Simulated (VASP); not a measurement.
SnO2: relaxation of cell and atoms with PBE

The system is SnO2.

```
Sn O
1.0
    -2.00007    2.00007    5.12368
     2.00007   -2.00007    5.12368
     2.00007    2.00007   -5.12368
Sn O
2 4
Direct
  0.75000 0.25000 0.50000
  0.00000 0.00000 0.00000
  0.79652 0.79652 0.00000
  0.95348 0.45348 0.50000
  0.20348 0.20348 0.00000
  0.54652 0.04652 0.50000
```

```yaml
Program: VASP 6.6.1
Task: relaxation of cell and atoms
Functional: PBE
Potentials_or_basis: VASP PAW PBE potentials, release 64 (Sn_d, O)
Cutoff: 600 eV
k_mesh: 10 × 10 × 10
Occupations: gaussian, width 0.02 eV
Spin: no spin polarisation
Dipole_correction: no
Further_INCAR_settings: ALGO = Normal; EDIFF = 1e-06; IBRION = 2; EDIFFG = -0.005; NSW = 100; ISIF = 3
```

* Relaxed volume: 14.22 Å³/atom
* Relaxed cell: a = 5.926 Å, b = 5.926 Å, c = 5.926 Å, α = 139.99°, β = 139.99°, γ = 57.88°
* Space group after relaxing (to 0.05 Å): I4_1/amd (No. 141)
* Energy gained by relaxing: 10.2 meV/atom
* Ionic steps: 10
* Pressure after relaxing: 0.0 GPa
* Largest force after relaxing: 0.005 eV/Å
* Band gap on the k mesh: 1.28 eV, indirect (least direct gap 1.61 eV)

Forces in eV/Å, atoms in the order of the input:
```
Sn   0.000  0.000  0.000
Sn   0.000  0.000  0.000
O    0.000  0.000  0.005
O    0.000  0.000 -0.005
O    0.000  0.000 -0.005
O    0.000  0.000  0.005
```

Step by step:
| step | energy change (eV) | largest force (eV/Å) | pressure (GPa) | volume (Å³) |
| --- | --- | --- | --- | --- |
| 1 | 0.0000 | 0.0646 | 6.29 | 81.98 |
| 2 | 0.0108 | 0.3784 | -5.81 | 88.51 |
| 3 | -0.0569 | 0.1595 | 0.00 | 85.01 |
| 4 | -0.0606 | 0.0238 | 0.01 | 85.23 |
| 5 | -0.0606 | 0.0196 | -0.02 | 85.24 |
| 6 | -0.0607 | 0.0140 | 0.05 | 85.22 |
| 7 | -0.0610 | 0.0032 | 0.16 | 85.19 |
| 8 | -0.0610 | 0.0065 | -0.04 | 85.31 |
| 9 | -0.0610 | 0.0051 | 0.02 | 85.29 |
| 10 | -0.0610 | 0.0049 | -0.02 | 85.30 |

Final structure:
```xyz
6
Lattice="-2.0277 2.0277 5.1865 2.0277 -2.0277 5.1865 2.0277 2.0277 -5.1865" Properties=species:S:1:pos:R:3 pbc="T T T"
Sn    0.0000    2.0277    2.5933
Sn    0.0000    0.0000    0.0000
O     0.0000    0.0000    8.2726
O     0.0000    2.0277    4.6937
O     0.0000    0.0000    2.1005
O     0.0000    2.0277    0.4928
```

Levels at points of the mesh, in eV from the valence-band top:
```tsv
k point	band 24	band 25	band 26	band 27	band 28	band 29
(0.00, 0.00, 0.00)	-0.63	-0.34	-0.34	1.28	5.23	9.27
(0.50, 0.00, 0.00)	-0.71	-0.52	-0.39	4.55	5.86	7.73
(0.50, 0.50, 0.00)	-0.80	-0.05	-0.05	6.87	6.87	7.47
(0.50, 0.50, 0.50)	-0.97	-0.24	-0.24	3.92	3.92	7.62
```

It took 39 min on 1 thread of Intel(R) Xeon(R) Platinum 8259CL CPU @ 2.50GHz (Skylake/Cascade Lake), with other jobs on the host, peak memory 0.5 GiB.

Caveat: spin-orbit coupling is left out, which moves the levels of the heavy elements. PBE gaps usually lie below the measured ones, often by a third to a half.
